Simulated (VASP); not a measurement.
Write the native input for VASP 6.6.1 that does the following.

| Property | Result |
| --- | --- |
| Task | single point |
| Functional | r2SCAN |
| Potentials or basis | VASP PAW PBE potentials, release 64 (Ba_sv, Ti_sv, O) |
| Cutoff | 520 eV |
| k mesh | 5 × 5 × 5 |
| Occupations | fermi-dirac, width 0.1 eV |
| Spin | no spin polarisation |
| Dipole correction | no |
| Further INCAR settings | ALGO = Normal; EDIFF = 1e-06; NBANDS = 28; ISYM = 0 |

Crystal: BaTiO3.

```
Ba Ti O
1.0
     3.97113    0.00000    0.00000
     0.01116    3.97111    0.00000
     0.01116    0.01113    3.97110
Ba Ti O
1 1 3
Cartesian
  0.0000 0.0000 0.0000
  1.9456 1.9401 1.9347
  2.0348 2.0291 0.0766
  0.0880 2.0345 2.0288
  2.0348 0.0823 2.0288
```

The input as run:

POSCAR

```
BaTiO3
1.0
    3.9711257500      0.0000000000      0.0000000000
    0.0111587500      3.9711059100      0.0000000000
    0.0111587500      0.0111289900      3.9710959900
Ba Ti O
1 1 3
Direct
    0.0000000000      0.0000000000      0.0000000000
    0.4872000000      0.4872000000      0.4872000000
    0.5109000000      0.5109000000      0.0193000000
    0.0193000000      0.5109000000      0.5109000000
    0.5109000000      0.0193000000      0.5109000000
```

INCAR.step1

```
  PREC = Accurate
  ENCUT = 520
  ISMEAR = -1
  SIGMA = 0.1
  LREAL = False
  LASPH = True
  NELM = 100
  NBANDS = 28
  ISYM = 0
  GGA = PE
  ALGO = Normal
  EDIFF = 1E-4
  LWAVE = True
  LCHARG = False
```

INCAR.step2

```
  PREC = Accurate
  ENCUT = 520
  EDIFF = 1E-6
  ISMEAR = -1
  SIGMA = 0.1
  LREAL = False
  LASPH = True
  NELM = 100
  ALGO = Normal
  ISIF = 2
  LWAVE = False
  LCHARG = False
  METAGGA = R2SCAN
  LMIXTAU = True
  NBANDS = 28
  ISYM = 0
  ISTART = 1
```

KPOINTS

```
Automatic mesh
0
Gamma
  5 5 5
```

Potentials or basis: VASP PAW PBE potentials, release 64 (Ba_sv, Ti_sv, O).

Command:

```console
$ cat potpaw_PBE.64/Ba_sv/POTCAR potpaw_PBE.64/Ti_sv/POTCAR potpaw_PBE.64/O/POTCAR > POTCAR
$ cp INCAR.step1 INCAR
$ mpirun -np 1 vasp_std > vasp.out
$ cp INCAR.step2 INCAR
$ mpirun -np 1 vasp_std > vasp.out
```

Results of the run:

The pressure is 8.7 GPa. The largest force is 0.424 eV/Å and the band gap on the k mesh is 2.94 eV, indirect (least direct gap 3.20 eV).

Caveat: the PAW data sets were made with another functional, which shifts forces and pressure a little; spin-orbit coupling is left out, which moves the levels of the heavy elements.

Wall time 5.6 min on 1 thread of AMD EPYC 9R45 (Zen 5), with other jobs on the host, peak memory 0.21 GiB.
